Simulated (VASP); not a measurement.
A run of VASP 6.6.1:

Contents of INCAR:

```
SYSTEM = KF
ALGO = Normal
EDIFF = 1E-6
ENCUT = 600
GGA = PE
GGA_COMPAT = .False.
ISIF = 2
ISMEAR = 0
LASPH = .True.
LCHARG = .False.
LREAL = .False.
LWAVE = .False.
NBANDS = 15
NELM = 120
PREC = Accurate
SIGMA = 0.02
```

File KPOINTS:

```
k-points
0
Gamma
  8 8 8
  0 0 0
```

The input POSCAR:

```
KF
1.0
    3.2589550000      0.0000000000      0.0000000000
    0.0000000000      3.2589550000      0.0000000000
    0.0000000000      0.0000000000      3.2589550000
K F
1 1
Direct
    0.0000000000      0.0000000000      0.0000000000
    0.5252166722      0.4888737341      0.5017428900
```

Potentials or basis: VASP PAW PBE potentials, release 64 (K_sv, F).

Launch:

```console
$ cat potpaw_PBE.64/K_sv/POTCAR potpaw_PBE.64/F/POTCAR > POTCAR
$ mpirun -np 1 vasp_std > vasp.out
```

Hardware: 1 thread of Intel Xeon 8259CL, on a shared host.

Task: How long does it take, and how much memory?

Result: It took 3.5 min on 1 thread of Intel Xeon 8259CL, with other jobs on the host, peak memory 0.28 GiB. Counts: scf iterations 13, k points 260.
